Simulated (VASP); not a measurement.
Runs of VASP 6.6.1 on Be3CdSe4. The structure is that of space group P-43m (No. 215), or close to it. The cells are those of the table. 

```tsv
task	cell	k mesh	smearing	gap on the mesh (eV)	pressure (GPa)	relaxed volume (Å³/atom)	largest force (eV/Å)
single point	a = 5.469 Å, 8 atoms	2 × 2 × 2	gaussian 0.15 eV	2.49	0.2	-	0.17
single point	a = 5.461 Å, 8 atoms	2 × 2 × 2	gaussian 0.15 eV	2.56	-0.2	-	0.02
single point	a = 5.445 Å, 8 atoms	4 × 4 × 4	gaussian 0.02 eV	2.62	0.2	-	0.03
single point	a = 5.435 Å, 8 atoms	4 × 4 × 4	gaussian 0.1 eV	2.66	0.7	-	0.18
relaxation of cell and atoms	relaxed from a = 5.494 Å, 8 atoms	2 × 2 × 2	gaussian 0.15 eV	2.58	0.3	(a)	0.08
relaxation of cell and atoms	relaxed from a = 5.330 Å, 8 atoms	2 × 2 × 2	gaussian 0.15 eV	2.56	-0.1	(b)	0.06
single point	a = 5.435 Å, angles 89.8°, 8 atoms	3 × 3 × 3	gaussian 0.15 eV	2.63	0.6	-	0.04
single point	a = 5.452 Å, 8 atoms	2 × 2 × 2	gaussian 0.15 eV	2.59	0.2	-	0.03
```

Alike in all rows: level PBE; potentials or basis VASP PAW PBE potentials, release 64 (Be, Cd, Se); no spin polarisation; cutoff (eV) 600.

**Question.** Estimate the missing entries.

**Answer.** (a) 20.20; (b) 20.34.

Caveats: some runs use coarse meshes; the relaxation stopped at a loose force limit of 0.08 eV/Å, so its end isn't a converged minimum (some runs).

A k mesh can miss the band edges, and the runs leave out spin-orbit coupling on Cd, Se.
